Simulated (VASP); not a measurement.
Write the native input for VASP 6.6.1 that does the following.

* Task: single point
* Functional: r2SCAN
* Potentials or basis: VASP PAW PBE potentials, release 64 (Rb_sv, Ba_sv)
* Cutoff: 520 eV
* k mesh: 4 × 4 × 4
* Occupations: fermi-dirac, width 0.05 eV
* Spin: no spin polarisation
* Dipole correction: no
* Further INCAR settings: ALGO = Normal; EDIFF = 1e-06; NBANDS = 28

The system is RbBa3.

```xyz
4
Lattice="0.0000 5.1812 5.1812 5.1812 0.0000 5.1812 5.1812 5.1812 0.0000" Properties=species:S:1:pos:R:3 pbc="T T T"
Rb    0.0000    0.0000    0.0000
Ba    2.5906    2.5906    2.5906
Ba    7.7717    7.7717    7.7717
Ba    5.1812    5.1812    5.1812
```

The input as run:

POSCAR

```
RbBa3
1.0
    0.0000000000      5.1811550000      5.1811550000
    5.1811550000      0.0000000000      5.1811550000
    5.1811550000      5.1811550000      0.0000000000
Rb Ba
1 3
Direct
    0.0000000000      0.0000000000      0.0000000000
    0.2500000000      0.2500000000      0.2500000000
    0.7500000000      0.7500000000      0.7500000000
    0.5000000000      0.5000000000      0.5000000000
```

INCAR.step1

```
SYSTEM = RbBa3
ALGO = Normal
EDIFF = 1E-4
ENCUT = 520
GGA = PE
ISMEAR = -1
LASPH = .True.
LCHARG = .False.
LREAL = .False.
LWAVE = .True.
NBANDS = 28
NELM = 80
PREC = Accurate
SIGMA = 0.05
```

INCAR.step2

```
SYSTEM = RbBa3
ALGO = Normal
EDIFF = 1E-6
ENCUT = 520
ISIF = 2
ISMEAR = -1
ISTART = 1
LASPH = .True.
LCHARG = .True.
LELF = .True.
LMIXTAU = .True.
LREAL = .False.
LVHAR = .True.
LWAVE = .False.
METAGGA = R2SCAN
NBANDS = 28
NELM = 80
PREC = Accurate
SIGMA = 0.05
```

KPOINTS

```
k-points
0
Gamma
  4 4 4
  0 0 0
```

Potentials or basis: VASP PAW PBE potentials, release 64 (Rb_sv, Ba_sv).

Command:

```console
$ cat potpaw_PBE.64/Rb_sv/POTCAR potpaw_PBE.64/Ba_sv/POTCAR > POTCAR
$ cp INCAR.step1 INCAR
$ mpirun -np 1 vasp_std > vasp.out
$ cp INCAR.step2 INCAR
$ mpirun -np 1 vasp_std > vasp.out
```

It gave:

| Quantity | Value |
| --- | --- |
| Pressure | 0.3 GPa |

Caveat: the PAW data sets were made with another functional, which shifts forces and pressure a little.

It took 3.1 min on 1 thread of Intel(R) Xeon(R) Platinum 8488C (Sapphire Rapids), on a shared host, peak memory 0.45 GiB.
